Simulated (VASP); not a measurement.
# SnO2 in VASP: further runs

The runs below take SnO2 through single point, with LDA.

All numbers are computed with VASP 6.6.1; they aren't measurements. Logs are shortened: lines on timing, memory, paths and dates and some standing lists are left out, and cuts for length are marked.

## (1) The cell of the first run

The typed cell holds 6 atoms: a = 4.768 Å, b = 4.771 Å, c = 3.062 Å, α = 90.00°, β = 90.00°, γ = 90.00°.

## (2) Single point, LDA (uniaxial strain along c: -4.0 %)

INCAR reads:

```
SYSTEM = SnO2
ALGO     = Normal         ! electronic algorithm
EDIFF    = 1E-6           ! SCF threshold, eV
ENCUT    = 520            ! plane-wave cutoff, eV
GGA      = CA             ! functional
ISIF     = 2              ! what is computed and relaxed
ISMEAR   = 0              ! smearing method
LASPH    = .True.         ! aspherical terms in the spheres
LCHARG   = .True.         ! write CHGCAR
LELF     = .True.         ! ELF
LREAL    = .False.        ! projectors in reciprocal space
LVHAR    = .True.       
LWAVE    = .False.        ! write WAVECAR
NBANDS   = 35             ! bands
NELM     = 60             ! most SCF steps
PREC     = Accurate       ! precision mode
SIGMA    = 0.02           ! smearing width, eV
```

KPOINTS reads:

```
k-points
0
Gamma
  6 6 8
  0 0 0
```

POSCAR reads:

```
SnO2
1.0
    4.7684841904      0.0000000000      0.0000000000
    0.0000000000      4.7714889515      0.0000000000
    0.0000000000      0.0000000000      3.0624186269
Sn O
2 4
Direct
    0.5000000000      0.5000000000      0.5000000000
    0.0000000000      0.0000000000      0.0000000000
    0.3052178539      0.3052311476      0.0000000000
    0.8052178539      0.1947688524      0.5000000000
    0.1947821461      0.8052311476      0.5000000000
    0.6947821461      0.6947688524      0.0000000000
```

Potentials or basis: VASP PAW LDA potentials, release 64 (Sn_d, O).

Started as:

```
cat potpaw_LDA.64/Sn_d/POTCAR potpaw_LDA.64/O/POTCAR > POTCAR
mpirun -np 1 vasp_std > vasp.out
```

OUTCAR:

```text
SYSTEM = SnO2
   EDIFF = 1E-6
   ENCUT = 520
   GGA = CA
   ISIF = 2
   ISMEAR = 0
   LASPH = .True.
   LREAL = .False.
   NELM = 60
   PREC = Accurate

 ion  position               nearest neighbor table
   1  0.500  0.500  0.500-   3 2.02   6 2.02   3 2.02   6 2.02   5 2.06   4 2.06   2 3.70   2 3.70
                             2 3.70   2 3.70   2 3.70   2 3.70   2 3.70   2 3.70
   2  0.000  0.000  0.000-   4 2.02   5 2.02   4 2.02   5 2.02   3 2.06   6 2.06   1 3.70   1 3.70
                             1 3.70   1 3.70   1 3.70   1 3.70   1 3.70   1 3.70
   3  0.305  0.305  0.000-   1 2.02   1 2.02   2 2.06
   4  0.805  0.195  0.500-   2 2.02   2 2.02   1 2.06
   5  0.195  0.805  0.500-   2 2.02   2 2.02   1 2.06
   6  0.695  0.695  0.000-   1 2.02   1 2.02   2 2.06

  LATTYP: Found a simple orthorhombic cell.
 ALAT       =     3.0624186269
 B/A-ratio  =     1.5570974355
 C/A-ratio  =     1.5580786081

  Lattice vectors:

 A1 = (   0.0000000000,   0.0000000000,   3.0624186269)
 A2 = (   4.7684841904,   0.0000000000,   0.0000000000)
 A3 = (   0.0000000000,   4.7714889515,   0.0000000000)

Analysis of symmetry for initial positions (statically):
=====================================================================
 Subroutine PRICEL returns:
 Original cell was already a primitive cell.

 Routine SETGRP: Setting up the symmetry group for a
 simple orthorhombic supercell.

 Subroutine GETGRP returns: Found  8 space group operations
 (whereof  4 operations were pure point group operations)
 out of a pool of  8 trial point group operations.

The static configuration has the point symmetry C_2h.
 The point group associated with its full space group is D_2h.

Analysis of symmetry for dynamics (positions and initial velocities):
=====================================================================
 Subroutine PRICEL returns:
 Original cell was already a primitive cell.

 Routine SETGRP: Setting up the symmetry group for a
 simple orthorhombic supercell.

 Subroutine GETGRP returns: Found  8 space group operations
 (whereof  4 operations were pure point group operations)
 out of a pool of  8 trial point group operations.

The dynamic configuration has the point symmetry C_2h.
 The point group associated with its full space group is D_2h.

 Subroutine INISYM returns: Found  8 space group operations
 (whereof  4 operations are pure point group operations),
 and found     1 'primitive' translations

[... 105 lines left out ...]
   NSW    =      0    number of steps for IOM
   IBRION =     -1    ionic relax: 0-MD 1-quasi-New 2-CG
   NFREE  =      0    steps in history (QN), initial steepest desc. (CG)
   ISIF   =      2    stress and relaxation
   ISYM   =      2    0-nonsym 1-usesym 2-fastsym
   POTIM  = 0.5000    time-step for ionic-motion
   TEBEG  =    0.0;   TEEND  =   0.0 temperature during run
   PSTRESS=    0.0 pullay stress
   NELECT =      52.0000    total number of electrons
   NUPDOWN=      -1.0000    fix difference up-down
   EMIN   =  10.00;   EMAX   =-10.00  energy-range for DOS
   EFERMI =   0.00;   METHOD = LEGACY
   ISMEAR =     0;   SIGMA  =   0.02  broadening in eV -4-tet -1-fermi 0-gaus
   EFERMI_NEDOS =   21; number of points for ismear=-14 and -15
   IALGO  =     38    algorithm
   IMIX   =      4    mixing-type and parameters
     AMIX     =   0.40;   BMIX     =  1.00
     AMIX_MAG =   1.60;   BMIX_MAG =  1.00
  volume/ion in A,a.u.               =      11.61        78.37
  Fermi-wavevector in a.u.,A,eV,Ry     =   1.484943  2.806135 30.001589  2.205055
  Thomas-Fermi vector in A             =   2.598416
   LORBIT       =      0    0 simple, 1 ext, 2 COOP (PROOUT), +10 PAW based schemes
   GGA     = CA    functional components
   LHFCALC =     F    Hartree Fock is set to
   AEXX    =    0.0000 exact exchange contribution
   IVDW    =     0    specifies the selected vdW correction
   LEPSILON=     F    determine dielectric tensor
   LRPA    =     F    only Hartree local field effects (RPA)
 non-spin polarized calculation
 Gauss-broadening in eV      SIGMA  =   0.02
  energy-cutoff  :      520.00
  volume of cell :       69.68
 maximum number of plane-waves:      1896
 NGX is ok and might be reduce to    36
   NGX = 17   NGY = 17   NGZ = 11

 number of electron      51.9999995 magnetization

 Free energy of the ion-electron system (eV)
  ---------------------------------------------------
  ext. energy  EPLUGINS =         0.00000000
  ---------------------------------------------------
  free energy    TOTEN  =       -42.12818083 eV

  energy without entropy =      -42.12818083  energy(sigma->0) =      -42.12818083

 E-fermi :   6.2690     XC(G=0): -11.9223

 val. band max:        6.1703136855   @ k =   0.0000   0.0000   0.0000
 cond. band min:       7.7529731699   @ k =   0.0000   0.0000   0.0000
 fundamental gap:      1.5826594844
 Fermi energy:         6.2689659132

 k-point     1 :       0.0000    0.0000    0.0000
  band No.  band energies     occupation
      1     -14.9444      2.00000
      2     -14.2194      2.00000
      3     -13.7671      2.00000
      4     -13.7358      2.00000
      5     -13.7357      2.00000
      6     -13.5833      2.00000
[... 901 lines left out ...]
     34      18.2243      0.00000
     35      18.8338      0.00000

 [... further k-points ...]

------------------------ aborting loop because EDIFF is reached ----------------------------------------

  FORCE on cell =-STRESS in cart. coord.  units (eV):
  Direction    XX          YY          ZZ          XY          YZ          ZX
  --------------------------------------------------------------------------------------
  -------------------------------------------------------------------------------------
  Total        1.4488736      1.4256610      7.9015281      0.0000000      0.0000000      0.0000000
  in kB       33.3151858     32.7814389    181.6865784      0.0000000      0.0000000      0.0000000
  external PRESSURE =      82.5944010 kB  Pullay stress =       0.0000000 kB

 VOLUME and BASIS-vectors are now :
 -----------------------------------------------------------------------------
  energy-cutoff  :      520.00
  volume of cell :       69.68
      direct lattice vectors                 reciprocal lattice vectors
     4.768484190  0.000000000  0.000000000     0.209710248  0.000000000  0.000000000
     0.000000000  4.771488952  0.000000000     0.000000000  0.209578186  0.000000000
     0.000000000  0.000000000  3.062418627     0.000000000  0.000000000  0.326539289

 POSITION                                       TOTAL-FORCE (eV/Angst)
 -----------------------------------------------------------------------------------
      2.38424      2.38574      1.53121         0.000000      0.000000      0.000000
      0.00000      0.00000      0.00000         0.000000      0.000000      0.000000
      1.45543      1.45641      0.00000        -0.162362     -0.161659     -0.000000
      3.83967      0.92934      1.53121        -0.162362      0.161659     -0.000000
      0.92882      3.84215      1.53121         0.162362     -0.161659      0.000000
      3.31306      3.31508      0.00000         0.162362      0.161659      0.000000
 -----------------------------------------------------------------------------------
    total drift:                               -0.000000      0.000000      0.000000

  FREE ENERGIE OF THE ION-ELECTRON SYSTEM (eV)
  ---------------------------------------------------
  free  energy   TOTEN  =       -42.1281808251 eV

  energy  without entropy=      -42.1281808251  energy(sigma->0) =      -42.12818083
```

stdout:

```text
POSCAR found type information on POSCAR SnO
 POSCAR found :  2 types and       6 ions
 scaLAPACK will be used
 LDA part: xc-table for (Slater(with rela. corr.)+CA(PZ))
 , standard interpolation
 POSCAR, INCAR and KPOINTS ok, starting setup
 FFT: planning ... GRIDC
 FFT: planning ... GRID_SOFT
 FFT: planning ... GRID
 WAVECAR not read
 entering main loop
```

Wall time 71 s (1 thread of Intel Xeon 6975P-C (Granite Rapids), shared host); peak memory 0.25 GiB.

Results:

| Item | Value |
| --- | --- |
| Free energy | -42.1282 eV |
| Pressure | 8.3 GPa |
| Largest force | 0.229 eV/Å |
| Band gap on the k mesh | 1.58 eV |

Forces on the atoms (eV/Å):
```
Sn   0.000  0.000  0.000
Sn   0.000  0.000  0.000
O   -0.162 -0.162  0.000
O   -0.162  0.162  0.000
O    0.162 -0.162  0.000
O    0.162  0.162  0.000
```

Levels at points of the mesh, in eV from the valence-band top:
| k point | band 22 | band 23 | band 24 | band 25 | band 26 | band 27 | band 28 | band 29 | band 30 | band 31 |
| --- | --- | --- | --- | --- | --- | --- | --- | --- | --- | --- |
| (0.00, 0.00, 0.00) | -1.13 | -1.13 | -0.91 | -0.90 | 0.00 | 1.58 | 6.55 | 6.55 | 6.68 | 10.03 |
| (0.50, 0.00, 0.00) | -2.12 | -1.11 | -1.11 | -0.72 | -0.72 | 4.63 | 4.63 | 7.36 | 7.36 | 10.76 |
| (0.00, 0.50, 0.00) | -2.12 | -1.11 | -1.11 | -0.72 | -0.72 | 4.63 | 4.63 | 7.36 | 7.36 | 10.76 |
| (0.50, 0.50, 0.00) | -2.09 | -1.20 | -1.20 | -1.05 | -1.05 | 5.17 | 5.17 | 7.74 | 7.74 | 10.68 |
| (0.00, 0.00, 0.50) | -2.76 | -1.77 | -1.77 | -1.33 | -1.33 | 6.36 | 6.36 | 9.51 | 9.51 | 10.80 |
| (0.50, 0.00, 0.50) | -1.82 | -1.22 | -1.22 | -0.81 | -0.81 | 6.59 | 6.59 | 7.77 | 7.77 | 11.45 |
| (0.00, 0.50, 0.50) | -1.82 | -1.22 | -1.22 | -0.81 | -0.81 | 6.59 | 6.59 | 7.77 | 7.77 | 11.45 |
| (0.50, 0.50, 0.50) | -2.63 | -1.05 | -1.05 | -0.95 | -0.95 | 4.84 | 4.84 | 8.75 | 8.75 | 11.12 |

Caveat: the cell differs from its parent crystal (uniaxial strain along c: -4.0 %); the cell stands under pressure; spin-orbit coupling is left out, which moves the levels of the heavy elements.

## (3) Single point, LDA (uniaxial strain along c: -6.0 %, then relaxed in part)

INCAR reads:

```
ALGO = Normal
EDIFF = 1E-7
ENCUT = 520
ISIF = 2
ISMEAR = 0
LASPH = T
LCHARG = F
LREAL = F
LWAVE = F
NBANDS = 35
NELM = 60
PREC = Accurate
SIGMA = 0.02
```

KPOINTS reads:

```
k-points
0
Gamma
  6 6 8
```

POSCAR reads:

```
SnO2
1.0
    4.8274237375      0.0000000000      0.0000000000
    0.0000000000      4.8275378761      0.0000000000
    0.0000000000      0.0000000000      2.9986182389
Sn O
2 4
Direct
    0.5000000000      0.5000000000      0.5000000000
    0.0000000000      0.0000000000      0.0000000000
    0.3031977115      0.3032265313      0.0000000000
    0.8031977115      0.1967734687      0.5000000000
    0.1968022885      0.8032265313      0.5000000000
    0.6968022885      0.6967734687      0.0000000000
```

Potentials or basis: VASP PAW LDA potentials, release 64 (Sn_d, O).

Started as:

```
cat potpaw_LDA.64/Sn_d/POTCAR potpaw_LDA.64/O/POTCAR > POTCAR
mpirun -np 1 vasp_std > vasp.out
```

Wall time 65 s (1 thread of Intel Xeon 6975P-C (Granite Rapids), shared host); peak memory 0.25 GiB.

Results (log left out):

* Free energy: -41.9657 eV
* Pressure: 8.6 GPa
* Largest force: 0.053 eV/Å
* Band gap on the k mesh: 1.56 eV

Forces in eV/Å, atoms in the order of the input:
```
Sn   0.000  0.000  0.000
Sn   0.000  0.000  0.000
O   -0.038 -0.038  0.000
O   -0.038  0.038  0.000
O    0.038 -0.038  0.000
O    0.038  0.038  0.000
```

Stress tensor (GPa, compression positive):
```
 0.98  0.00  0.00
 0.00  0.98  0.00
 0.00  0.00 23.99
```

Levels at points of the mesh, in eV from the valence-band top:
| k point | band 22 | band 23 | band 24 | band 25 | band 26 | band 27 | band 28 | band 29 | band 30 | band 31 |
| --- | --- | --- | --- | --- | --- | --- | --- | --- | --- | --- |
| (0.00, 0.00, 0.00) | -1.04 | -1.04 | -0.95 | -0.95 | 0.00 | 1.56 | 6.73 | 6.73 | 7.01 | 9.84 |
| (0.50, 0.00, 0.00) | -2.20 | -1.02 | -1.02 | -0.75 | -0.75 | 4.58 | 4.58 | 7.63 | 7.63 | 10.55 |
| (0.00, 0.50, 0.00) | -2.20 | -1.02 | -1.02 | -0.75 | -0.75 | 4.58 | 4.58 | 7.63 | 7.63 | 10.55 |
| (0.50, 0.50, 0.00) | -2.11 | -1.12 | -1.12 | -1.10 | -1.10 | 5.23 | 5.23 | 7.92 | 7.92 | 10.39 |
| (0.00, 0.00, 0.50) | -2.83 | -1.74 | -1.74 | -1.31 | -1.31 | 6.27 | 6.27 | 9.25 | 9.25 | 10.73 |
| (0.50, 0.00, 0.50) | -1.83 | -1.23 | -1.23 | -0.88 | -0.88 | 6.47 | 6.47 | 7.48 | 7.48 | 11.54 |
| (0.00, 0.50, 0.50) | -1.83 | -1.24 | -1.24 | -0.88 | -0.88 | 6.47 | 6.47 | 7.48 | 7.48 | 11.54 |
| (0.50, 0.50, 0.50) | -2.72 | -1.05 | -1.05 | -0.99 | -0.99 | 4.61 | 4.61 | 8.78 | 8.78 | 10.89 |

Caveat: the cell differs from its parent crystal (uniaxial strain along c: -6.0 %, then relaxed in part); the cell stands under pressure; spin-orbit coupling is left out, which moves the levels of the heavy elements.

## (4) Single point, LDA (uniaxial strain along c: -2.0 %)

INCAR reads:

```
SYSTEM = SnO2
PREC     = Accurate       ! precision mode
ENCUT    = 520            ! plane-wave cutoff, eV
EDIFF    = 1E-7           ! SCF threshold, eV
ISMEAR   = 0              ! smearing method
SIGMA    = 0.02           ! smearing width, eV
LREAL    = .FALSE.        ! projectors in reciprocal space
LASPH    = .TRUE.         ! aspherical terms in the spheres
NELM     = 60             ! most SCF steps
ALGO     = Normal         ! electronic algorithm
ISIF     = 2              ! what is computed and relaxed
LWAVE    = .FALSE.        ! write WAVECAR
LCHARG   = .FALSE.        ! write CHGCAR
NBANDS   = 35             ! bands
```

KPOINTS reads:

```
regular mesh
0
G
  6 6 8
  0 0 0
```

POSCAR reads:

```
SnO2
1.0
    4.7448778330      0.0000000000      0.0000000000
    0.0000000000      4.7478677190      0.0000000000
    0.0000000000      0.0000000000      3.1262190150
Sn O
2 4
Direct
    0.5000000000      0.5000000000      0.5000000000
    0.0000000000      0.0000000000      0.0000000000
    0.3055669669      0.3065721211      0.0000000000
    0.8055669669      0.1934278789      0.5000000000
    0.1944330331      0.8065721211      0.5000000000
    0.6944330331      0.6934278789      0.0000000000
```

Started as:

```
cat potpaw_LDA.64/Sn_d/POTCAR potpaw_LDA.64/O/POTCAR > POTCAR
mpirun -np 1 vasp_std > vasp.out
```

It took 63 s on 1 thread of Intel Xeon 6975P-C (Granite Rapids), shared host; peak memory 0.25 GiB.

It converged, with:

```
Free energy            : -42.2373 eV
Pressure               : 4.6 GPa
Largest force          : 0.178 eV/Å
Band gap on the k mesh : 1.40 eV
```

Forces on the atoms (eV/Å):
```
Sn   0.000  0.000  0.000
Sn   0.000  0.000  0.000
O   -0.125 -0.127  0.000
O   -0.125  0.127  0.000
O    0.125 -0.127  0.000
O    0.125  0.127  0.000
```

Stress tensor (GPa, compression positive):
```
2.08 0.00 0.00
0.00 2.07 0.00
0.00 0.00 9.51
```

Levels at points of the mesh, in eV from the valence-band top:
```
           k point  band 22  band 23  band 24  band 25  band 26  band 27  band 28  band 29  band 30  band 31
(0.00, 0.00, 0.00)    -1.21    -1.21    -0.85    -0.85     0.00     1.40     6.30     6.31     6.32    10.08
(0.50, 0.00, 0.00)    -2.06    -1.18    -1.18    -0.68    -0.68     4.49     4.49     7.07     7.07    10.79
(0.00, 0.50, 0.00)    -2.07    -1.18    -1.18    -0.69    -0.69     4.50     4.50     7.09     7.09    10.78
(0.50, 0.50, 0.00)    -2.06    -1.28    -1.28    -0.98    -0.98     4.95     4.95     7.52     7.52    10.77
(0.00, 0.00, 0.50)    -2.73    -1.75    -1.75    -1.31    -1.31     6.23     6.23     9.54     9.54    10.77
(0.50, 0.00, 0.50)    -1.81    -1.18    -1.18    -0.76    -0.76     6.49     6.49     7.85     7.85    11.10
(0.00, 0.50, 0.50)    -1.80    -1.19    -1.19    -0.76    -0.76     6.48     6.48     7.85     7.85    11.12
(0.50, 0.50, 0.50)    -2.55    -1.03    -1.03    -0.90    -0.90     4.81     4.81     8.68     8.68    11.07
```

Caveat: the cell differs from its parent crystal (uniaxial strain along c: -2.0 %); the cell stands under pressure; spin-orbit coupling is left out, which moves the levels of the heavy elements.

(Continued in part 2 of 2.)
